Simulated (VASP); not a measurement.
## TiC: single point with r2SCAN

The system is TiC.

```
Ti C
1.0
     0.00000    2.16572    2.16572
     2.16572    0.00000    2.16572
     2.16572    2.16572    0.00000
Ti C
1 1
Cartesian
  0.0000 0.0000 0.0000
  2.1657 2.1657 2.1657
```

- Program: VASP 6.6.1
- Task: single point
- Functional: r2SCAN
- Potentials or basis: VASP PAW PBE potentials, release 64 (Ti_sv, C_h)
- Cutoff: 1430 eV
- k mesh: 11 × 11 × 11
- Occupations: fermi-dirac, width 0.05 eV
- Spin: no spin polarisation

```json
{
 "Pressure": "0.2 GPa",
 "Band gap on the k mesh": "zero (bands 8 and 9 overlap by 1.33 eV)"
}
```

Levels at points of the mesh, in eV from the Fermi level:
```csv
k point,band 5,band 6,band 7,band 8,band 9,band 10,band 11,band 12
"(0.00, 0.00, 0.00)",-13.28,0.78,0.78,0.78,1.59,1.59,1.59,1.64
```

It took 2.3 min on 1 thread of Intel(R) Xeon(R) 6975P-C (Granite Rapids) (shared host), peak memory 0.32 GiB.

Caveat: the PAW data sets were made with another functional, which shifts forces and pressure a little.
